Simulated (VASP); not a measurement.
**MnAs: single point with PBEsol**

Crystal: MnAs.

```xyz
2
Lattice="0.0000 2.7666 2.7666 2.7666 0.0000 2.7666 2.7666 2.7666 0.0000" Properties=species:S:1:pos:R:3 pbc="T T T"
Mn    0.0000    0.0000    0.0000
As    1.3833    1.3833    1.3833
```

```yaml
Program: VASP 6.6.1
Task: single point
Functional: PBEsol
Potentials_or_basis: VASP PAW PBE potentials, release 64 (Mn_pv, As)
Cutoff: 520 eV
k_mesh: 12 × 12 × 12
Occupations: gaussian, width 0.05 eV
Spin: collinear spin, ferromagnetic start
Starting_moments: "[3.44, 0.0] μB"
```

```json
{"Pressure": "-0.7 GPa", "Net moment": "3.38 μB per cell", "Site moments": "Mn +3.36; As -0.16 μB", "Valence electrons inside the program's atomic spheres": "Mn 11.60; As 2.86"}
```

Levels at points of the mesh, in eV from the Fermi level:
Spin up:
```tsv
k point	band 8	band 9	band 10	band 11	band 12	band 13
(0.00, 0.00, 0.00)	-2.58	-2.58	3.04	3.04	3.04	3.50
(0.50, 0.00, 0.00)	-2.43	-2.43	-2.03	1.42	1.42	4.59
(0.50, 0.50, 0.00)	-2.48	-2.38	-1.85	-0.77	-0.77	3.82
```
Spin down:
```
           k point  band 4  band 5  band 6  band 7  band 8  band 9  band 10  band 11
(0.00, 0.00, 0.00)  -11.89   -2.19   -2.19   -2.19    0.69    0.69     3.85     4.39
(0.50, 0.00, 0.00)  -10.72   -4.51   -1.98   -1.98    0.65    0.78     0.78     2.75
(0.50, 0.50, 0.00)  -10.33   -4.38   -1.84   -1.84   -0.36    0.89     1.05     1.14
```

Wall time 60 s on 1 thread of AMD EPYC 9R45 96-Core Processor (Zen 5) (shared host), peak memory 0.22 GiB.

Caveat: the PAW data sets were made with another functional, which shifts forces and pressure a little; a cell with one magnetic atom can't hold antiferromagnetic order, which such compounds often take.
